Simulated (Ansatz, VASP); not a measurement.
# Ti in VASP and in Ansatz

```xyz
1
Lattice="0.0000 2.0279 2.1293 2.0279 0.0000 2.1293 2.0279 2.0279 0.0000" Properties=species:S:1:pos:R:3 pbc="T T T"
Ti    0.0000    0.0000    0.0000
```

Change from the starting cell: strain +0.000 along x and y, +0.050 along z, atoms carried along.

Alike in both runs: task single point; functional PBEsol; k mesh 26 × 26 × 26; occupations gaussian, width 0.15 eV; no spin polarisation.

|  | VASP | Ansatz |
| --- | --- | --- |
| version | VASP 6.6.1 | Ansatz 0.2.0 |
| potentials or method | VASP PAW PBE potentials, release 64 (Ti_sv), cutoff 520 eV | scalar-relativistic, plane waves, PAW |
| valence electrons in the cell | 12 | 12 |

|  | VASP | Ansatz | Ansatz less VASP |
| --- | --- | --- | --- |
| gap on the k mesh at the Fermi level (eV) | none | none | - |
| pressure (GPa) | -5.3 | -5.1 | +0.21 |
| traceless stress, the component that is largest in VASP (GPa) | -1.08 | -1.08 | +0.007 |

VASP's potentials were made for PBE, not for PBEsol. A gap of «none» marks a metal or a gap that the smearing closes. The functional is the same, so the differences come from potentials, cutoffs and numerics.
